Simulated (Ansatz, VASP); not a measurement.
One calculation of In4Sb3As, two programs

```
As Sb In
1.0
     4.54987    0.00000    0.00000
    -2.27493    3.94030    0.00000
     0.00000    0.00000   14.96780
As Sb In
1 3 4
Direct
  0.66667 0.33333 0.00065
  0.66667 0.33333 0.49937
  0.33333 0.66667 0.75571
  0.33333 0.66667 0.24294
  0.66667 0.33333 0.82301
  0.66667 0.33333 0.30969
  0.33333 0.66667 0.56632
  0.33333 0.66667 0.05231
```

Alike in both runs: task single point; functional PBE; k mesh 6 × 6 × 2; occupations fermi-dirac, width 0.02 eV; no spin polarisation.

|  | VASP | Ansatz |
| --- | --- | --- |
| version | VASP 6.6.1 | Ansatz 0.2.0 |
| potentials or method | VASP PAW PBE potentials, release 64 (As, Sb, In_d) | plane waves, PAW |
| plane-wave cutoff (eV) | 520 | 420 |
| valence electrons in the cell | 72 | 112 |

```tsv
	VASP	Ansatz	Ansatz less VASP
pressure (GPa)	1.5	1.5	+0.01
rms of the force components (eV/Å)	0.025	0.025	+0.0002
```

Atom by atom the forces differ by 0.002 eV/Å (rms over components). VASP's potentials hold 72 valence electrons a cell and Ansatz's 112, so a difference there can come from the potentials and not from the codes.

Neither program's run includes spin-orbit coupling.
